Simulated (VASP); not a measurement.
The system is Cd.

```
Cd
1.0
     2.82821    0.00000    0.00000
     0.00000    2.82821    0.00000
     0.00000    0.00000    2.82821
Cd
1
Direct
  0.00000 0.00000 0.00000
```

This isn't the form of Cd at room conditions, which is hcp.

- Program: VASP 6.6.1
- Task: relaxation of cell and atoms
- Functional: PBEsol
- Potentials or basis: VASP PAW PBE potentials, release 64 (Cd_sv_GW)
- Cutoff: 630 eV
- k mesh: 6 × 6 × 6
- Occupations: gaussian, width 0.1 eV
- Spin: no spin polarisation

At the start: pressure 5.7 GPa; volume 22.62 Å³/atom.

How do energy, volume and symmetry change on relaxing?

Over 3 steps the energy falls by 35.6 meV/atom and the volume is 24.74 Å³/atom (+9.4 %); space group Pm-3m (No. 221, to 0.1 Å) before and after.

The path:
| step | energy change (eV) | largest force (eV/Å) | pressure (GPa) | volume (Å³) |
| --- | --- | --- | --- | --- |
| 1 | 0.0000 | 0.0000 | 5.74 | 22.62 |
| 2 | -0.0330 | 0.0000 | -1.28 | 25.38 |
| 3 | -0.0356 | 0.0000 | 0.00 | 24.74 |

Final structure:
```
Cd
1.0
     2.91404    0.00000    0.00000
     0.00000    2.91404    0.00000
     0.00000    0.00000    2.91404
Cd
1
Direct
  0.00000 0.00000 0.00000
```

Caveat: the k points lie up to 0.36 Å⁻¹ apart in the final cell, too coarse for converged energies and pressures of a metal; the PAW data sets were made with another functional, which shifts forces and pressure a little.
